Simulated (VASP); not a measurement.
# BN (R3m) in VASP: G0W0 quasiparticle levels with r2SCAN

Aim: the G0W0 quasiparticle levels of BN with r2SCAN.

All numbers are computed with VASP 6.6.1; they aren't measurements. Logs are shortened: lines on timing, memory, paths and dates and some standing lists are left out, and cuts for length are marked.

**1. The cell of the first run**

The structure is trigonal, space group R3m (No. 160). Conventional cell: a = 2.500 Å, b = 2.500 Å, c = 9.760 Å, α = 90.00°, β = 90.00°, γ = 120.00°. B (site symmetry 3m) has 3 N at 1.44 Å within 1.9 Å. Within 1.9 Å of N (site symmetry 3m) lie 3 B at 1.44 Å.

**2. G0W0 quasiparticle levels, r2SCAN**

Contents of POSCAR:

```
BN
1.0
    1.2501241109      0.7217594919      3.2533304091
   -1.2501241109      0.7217594919      3.2533304091
    0.0000000000     -1.4435189840      3.2533304090
B N
1 1
Direct
    0.9996880821      0.9996880821      0.9996880821
    0.3327449179      0.3327449179      0.3327449179
```

Contents of INCAR.step1:

```
  PREC = Accurate
  ENCUT = 500
  EDIFF = 1E-8
  ISMEAR = 0
  SIGMA = 0.01
  LREAL = False
  LASPH = True
  NELM = 60
  ALGO = Normal
  LWAVE = True
  LCHARG = False
  METAGGA = R2SCAN
  LMIXTAU = True
```

Contents of INCAR.step2:

```
  PREC = Accurate
  ENCUT = 500
  EDIFF = 1E-8
  ISMEAR = 0
  SIGMA = 0.01
  LREAL = False
  LASPH = True
  NELM = 1
  ALGO = Exact
  LWAVE = True
  LCHARG = False
  METAGGA = R2SCAN
  LMIXTAU = True
  NBANDS = 34
  LOPTICS = True
  ISTART = 1
```

Contents of INCAR.step3:

```
  PREC = Accurate
  ENCUT = 500
  EDIFF = 1E-8
  ISMEAR = 0
  SIGMA = 0.01
  LREAL = False
  LASPH = True
  ALGO = EVGW0
  LWAVE = False
  LCHARG = False
  METAGGA = R2SCAN
  LMIXTAU = True
  NELMGW = 1
  NBANDS = 34
  ENCUTGW = 80.0
  NOMEGA = 48
  PRECFOCK = Fast
  ISTART = 1
  NBANDSGW = 12
```

Contents of KPOINTS:

```
Automatic mesh
0
Gamma
  6 6 6
```

Potentials or basis: VASP PAW PBE potentials, release 64 (B_GW, N_GW).

Run with:

```bash
cat potpaw_PBE.64/B_GW/POTCAR potpaw_PBE.64/N_GW/POTCAR > POTCAR
cp INCAR.step1 INCAR
mpirun -np 1 vasp_std > vasp.out
cp INCAR.step2 INCAR
mpirun -np 1 vasp_std > vasp.out
cp INCAR.step3 INCAR
mpirun -np 1 vasp_std > vasp.out
```

OUTCAR:

```text
PREC = Accurate
   ENCUT = 500
   EDIFF = 1E-8
   ISMEAR = 0
   LREAL = False
   LASPH = True
   METAGGA = R2SCAN
   NELMGW = 1
   ENCUTGW = 80.0
   PRECFOCK = Fast
   ISTART = 1

 ion  position               nearest neighbor table
   1  1.000  1.000  1.000-   2 1.44   2 1.44   2 1.44
   2  0.333  0.333  0.333-   1 1.44   1 1.44   1 1.44

  LATTYP: Found a trigonal (rhomboedric) cell.
 ALAT       =     3.5592001640
 COS(alpha) =     0.7532646175

  Lattice vectors:

 A1 = (   1.2501241109,   0.7217594919,   3.2533304091)
 A2 = (  -1.2501241109,   0.7217594919,   3.2533304091)
 A3 = (   0.0000000000,  -1.4435189840,   3.2533304090)

Analysis of symmetry for initial positions (statically):
=====================================================================
 Subroutine PRICEL returns:
 Original cell was already a primitive cell.

 Routine SETGRP: Setting up the symmetry group for a
 trigonal (rhombohedral) supercell.

 Subroutine GETGRP returns: Found  6 space group operations
 (whereof  6 operations were pure point group operations)
 out of a pool of 12 trial point group operations.

The static configuration has the point symmetry C_3v.

Analysis of symmetry for dynamics (positions and initial velocities):
=====================================================================
 Subroutine PRICEL returns:
 Original cell was already a primitive cell.

 Routine SETGRP: Setting up the symmetry group for a
 trigonal (rhombohedral) supercell.

 Subroutine GETGRP returns: Found  6 space group operations
 (whereof  6 operations were pure point group operations)
 out of a pool of 12 trial point group operations.

The dynamic configuration has the point symmetry C_3v.

 Subroutine INISYM returns: Found  6 space group operations
 (whereof  6 operations are pure point group operations),
 and found     1 'primitive' translations

[... 93 lines left out ...]
   NELM   =     60;   NELMIN=  2; NELMDL=  0     # of ELM steps
   EDIFF  = 0.1E-07   stopping-criterion for ELM
   LREAL  =      F    real-space projection
   EDIFFG = 0.1E-06   stopping-criterion for IOM
   NSW    =      0    number of steps for IOM
   IBRION =     -1    ionic relax: 0-MD 1-quasi-New 2-CG
   NFREE  =      0    steps in history (QN), initial steepest desc. (CG)
   ISIF   =      0    stress and relaxation
   ISYM   =      3    0-nonsym 1-usesym 2-fastsym
   POTIM  = 0.5000    time-step for ionic-motion
   TEBEG  =    0.0;   TEEND  =   0.0 temperature during run
   PSTRESS=    0.0 pullay stress
   NELECT =       8.0000    total number of electrons
   NUPDOWN=      -1.0000    fix difference up-down
   EMIN   =  10.00;   EMAX   =-10.00  energy-range for DOS
   EFERMI =   0.00;   METHOD = LEGACY
   ISMEAR =     0;   SIGMA  =   0.01  broadening in eV -4-tet -1-fermi 0-gaus
   EFERMI_NEDOS =   21; number of points for ismear=-14 and -15
   IALGO  =     38    algorithm
   IMIX   =      4    mixing-type and parameters
     AMIX     =   0.40;   BMIX     =  1.00
     AMIX_MAG =   1.60;   BMIX_MAG =  1.00
  volume/ion in A,a.u.               =       8.81        59.43
  Fermi-wavevector in a.u.,A,eV,Ry     =   1.258432  2.378092 21.546887  1.583651
  Thomas-Fermi vector in A             =   2.392042
   LORBIT       =      0    0 simple, 1 ext, 2 COOP (PROOUT), +10 PAW based schemes
   METAGGA = R2SCAN    functional components
   LHFCALC =     T    Hartree Fock is set to
   PRECFOCK=fast      Normal, Fast or Accurate (Low or Medium for compatibility)
   ENCUT4O =  -1.0   cutoff for four orbital integrals eV
   NKREDX  =     1    reduce k-point grid by
   NKREDY  =     1    reduce k-point grid by
   NKREDZ  =     1    reduce k-point grid by
   AEXX    =    1.0000 exact exchange contribution
   HFSCREEN=    0.0000 screening length (either q_TF or 0.3 A-1)
   HFSCREENC=   0.0000 screening length for correlation (either q_TF or 0.3 A-1)
   ENCUTFOCK=  -1.0 apply spherical cutoff to Coloumb kernel
   IVDW    =     0    specifies the selected vdW correction
   LEPSILON=     F    determine dielectric tensor
   LRPA    =     F    only Hartree local field effects (RPA)
   LRPAFORCE           =     F    calculate RPA forces
   ENCUTGW             =  80.0    cutoff for response function in eV
   ENCUTGWSOFT         =  64.0    soft cutoff for Coulomb kernel in GW response function in eV
   ENCUTLF             =  -1.0    cutoff for local field effects
   NELMGW              =     1    number of iterations in solving QP/BSE equation
   NELMHF              =     1    number of iterations in the inner HF iteration
   NKREDLFX            =     1    NKREDLFY  =   1   NKREDLFZ  =   1
 non-spin polarized calculation
 Gauss-broadening in eV      SIGMA  =   0.01
  energy-cutoff  :      500.00
  volume of cell :       17.61
 maximum number of plane-waves:       457
 NGX is ok and might be reduce to    28
  NGX = 14; NGY = 14; NGZ = 14
   NGX = 13   NGY = 13   NGZ = 13
 maximum number of plane-waves:        34
 NGX is ok and might be reduce to    14

 QP shifts <psi_nk| G(iteration)W_0 |psi_nk>: iteration 1
 for sc-GW calculations column KS-energies equals QP-energies in previous step
 and V_xc(KS)=  KS-energies - (<T + V_ion + V_H > + <T+V_H+V_ion>^1  + <V_x>^1)

 k-point   1 :       0.0000    0.0000    0.0000
  band No.  KS-energies  QP-energies   sigma(KS)   V_xc(KS)     V^pw_x(r,r')   Z            occupation Imag(sigma)

      1     -16.6304     -17.4871     -18.4602     -17.3092     -26.7492       0.7443       2.0000       1.2836
      2      -1.8653      -2.6427     -15.9123     -14.9011     -19.5935       0.7688       2.0000       0.1865
      3       0.9141       0.4297     -19.0976     -18.5021     -22.6979       0.8134       2.0000       0.1038
      4       0.9141       0.4297     -19.0976     -18.5021     -22.6979       0.8134       2.0000       0.1038
      5       8.0299       8.3682      -8.2529      -8.6515      -4.5058       0.8488       0.0000      -0.0931
      6      14.6963      16.4391     -11.5888     -13.7040      -7.2060       0.8240       0.0000      -0.1151
      7      14.6963      16.4391     -11.5888     -13.7040      -7.2060       0.8240       0.0000      -0.1151
      8      16.7652      17.9843     -12.1395     -13.7181      -5.9331       0.7723       0.0000      -0.6399
      9      18.1095      19.3015     -11.7513     -13.2482      -6.5262       0.7964       0.0000      -0.2164
     10      29.8620      29.9483      -8.6443      -8.7516      -2.5848       0.8043       0.0000      -0.9057
     11      32.3496      33.0413      -8.6186      -9.4464      -3.3693       0.8356       0.0000      -0.9263
     12      32.3496      33.0413      -8.6186      -9.4464      -3.3693       0.8356       0.0000      -0.9263
[... 356 lines left out ...]
      1     -13.2853     -14.0594     -19.5556     -18.5717     -27.1226       0.7868       2.0000       0.9982
      2      -6.1416      -7.0259     -17.5497     -16.3775     -22.5370       0.7544       2.0000       0.2823
      3      -3.3266      -4.0963     -18.0060     -17.0185     -22.3316       0.7794       2.0000       0.1705
      4       0.5571      -0.1296     -15.6067     -14.7466     -18.4519       0.7984       2.0000       0.1156
      5       8.2603       9.1685     -10.4724     -11.5790      -6.6767       0.8208       0.0000      -0.1024
      6      15.1039      16.2791     -11.2264     -12.6821      -6.5145       0.8073       0.0000      -0.1684
      7      17.1675      17.7531      -8.6952      -9.4019      -3.9352       0.8285       0.0000      -0.2871
      8      19.7923      20.7643     -10.5519     -11.7666      -5.1275       0.8002       0.0000      -0.4108
      9      23.2401      24.1895      -9.8770     -11.0287      -4.1989       0.8243       0.0000      -0.5948
     10      24.8482      25.8564     -10.2053     -11.4334      -4.4852       0.8209       0.0000      -0.6588
     11      26.6908      27.5076      -8.9927      -9.9575      -3.6681       0.8466       0.0000      -0.6660
     12      28.9631      29.7490      -8.6849      -9.6222      -3.2739       0.8384       0.0000      -0.7537

 [... further k-points ...]
```

OUTCAR.step1:

```text
PREC = Accurate
   ENCUT = 500
   EDIFF = 1E-8
   ISMEAR = 0
   LREAL = False
[... 487 lines left out ...]
      0.00000     -0.00000      9.75695         0.000000     -0.000000      0.001718
      0.00000     -0.00000      3.24759         0.000000      0.000000     -0.001718
 -----------------------------------------------------------------------------------
    total drift:                               -0.000000      0.000000      0.000566

  FREE ENERGIE OF THE ION-ELECTRON SYSTEM (eV)
  ---------------------------------------------------
  free  energy   TOTEN  =       -19.3013070881 eV

  energy  without entropy=      -19.3013070881  energy(sigma->0) =      -19.30130709
```

Wall time 7.4 min (1 thread of Intel Xeon 8259CL, shared host); peak memory 0.29 GiB.

What came out:

- Band gap on the k mesh, mean-field level: 4.80 eV, indirect (least direct gap 5.43 eV)
- Quasiparticle gap: 5.85 eV
- Least direct quasiparticle gap: 6.54 eV

Levels at points of the mesh, in eV from the valence-band top:
```csv
k point,band 2,band 3,band 4,band 5,band 6,band 7
"(0.00, 0.00, 0.00)",-4.06,-1.28,-1.28,5.83,12.50,12.50
"(0.50, 0.00, 0.00)",-9.32,-4.20,-0.51,6.07,10.76,14.03
"(0.50, 0.50, 0.00)",-9.16,-4.28,-1.23,4.80,10.65,15.46
"(0.50, 0.50, 0.50)",-6.44,-1.31,-1.31,11.36,12.40,12.40
```

Caveat: the k points lie up to 0.50 Å⁻¹ apart; bands, screening cutoff and mesh are small and nothing is extrapolated, so the quasiparticle values aren't converged.
